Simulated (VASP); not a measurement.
Input of a VASP 6.6.1 run:

Contents of INCAR:

```
PREC = Accurate
ENCUT = 520
EDIFF = 1E-7
ISMEAR = -1
SIGMA = 0.05
LREAL = F
LASPH = T
NELM = 150
ALGO = Normal
ISIF = 2
LWAVE = F
LCHARG = F
ISPIN = 2
MAGMOM = 2 0
LORBIT = 11
LMAXMIX = 4
GGA = PS
NBANDS = 18
```

Contents of KPOINTS:

```
regular mesh
0
Gamma
  10 10 10
```

POSCAR

```
CoO
1.0
    1.6022198417      0.9250420569      2.5664708903
   -1.6022198417      0.9250420569      2.5664708903
    0.0000000000     -1.8500841138      2.5664708903
Co O
1 1
Direct
    0.9989783200      0.9989783200      0.9989783200
    0.7510210300      0.7510210300      0.7510210300
```

Potentials or basis: VASP PAW PBE potentials, release 64 (Co, O).

Run with:

```bash
$ cat potpaw_PBE.64/Co/POTCAR potpaw_PBE.64/O/POTCAR > POTCAR
$ mpirun -np 1 vasp_std > vasp.out
```

(1) Estimate the site moments.

(2) Predict the largest force.

(3) Estimate the net moment.

(4) Predict the pressure.

Results:

(1) Co +2.37; O +0.30 μB.

(2) 0.217 eV/Å.

(3) 2.76 μB per cell.

(4) -8.2 GPa.

Caveat: the PAW data sets were made with another functional, which shifts forces and pressure a little; a cell with one magnetic atom can't hold antiferromagnetic order, which such compounds often take.
